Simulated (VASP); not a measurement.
Here is a VASP 6.6.1 calculation.

INCAR

```
SYSTEM = Ga6N7
  PREC = Accurate
  ENCUT = 520
  EDIFF = 1E-7
  ISMEAR = 0
  SIGMA = 0.02
  LREAL = .FALSE.
  LASPH = .TRUE.
  NELM = 150
  ALGO = Normal
  ISIF = 2
  LWAVE = .FALSE.
  LCHARG = .FALSE.
  ISPIN = 2
  MAGMOM = 0 0 0 0 0 0 0.17 0.17 0.17 0.19 0.19 0.19 1.59
  LORBIT = 11
  GGA = PE
  NBANDS = 72
```

KPOINTS

```
regular mesh
0
G
  3 3 3
  0 0 0
```

The input POSCAR:

```
Ga6N7
1.0
    0.0000000000      0.0000000000      5.2431684095
    4.8275562239     -2.7871908853      0.0000000000
   -0.0000000001      5.5743817708      0.0000000000
Ga N
6 7
Direct
    0.4926830112      0.3280616375      0.3282490294
    0.4837706520      0.0000580004      0.6729995921
    0.4926574541      0.6721336531      1.0001747316
    0.9961108612     -0.0001269794      0.3264035653
    0.9940386409      0.6469884254      0.6712201274
    0.9943235832      0.3534660025      1.0246828178
    0.8580193594      0.3435007120      0.3570528779
    0.8581397065     -0.0008256765      0.6537608710
    0.8579783537      0.6561744397      1.0130907156
    0.3727139484      0.0000447431      0.3377821586
    0.3821590007      0.6508373708      0.6553325800
    0.3825742077      0.3493848485      1.0046002401
    0.0910308353      0.0003187948     -0.0453760557
```

Potentials or basis: VASP PAW PBE potentials, release 64 (Ga_d, N).

The run is started by

```console
$ cat potpaw_PBE.64/Ga_d/POTCAR potpaw_PBE.64/N/POTCAR > POTCAR
$ mpirun -np 1 vasp_std > vasp.out
```

Task: What does it give for the pressure?

Result: 14.0 GPa.

Task: Estimate the net moment.

Result: 1.75 μB per cell.

Task: What does it give for the site moments?

Result: Ga +0.02, +0.01 (each value once); N +0.11, +0.12, +0.02, +0.09, +0.74 (each value once) μB.

Stress tensor (GPa, compression positive):
```
20.01 -0.02  0.04
-0.02  9.08 -3.50
 0.04 -3.50 12.85
```

Caveat: the k points lie up to 0.43 Å⁻¹ apart.
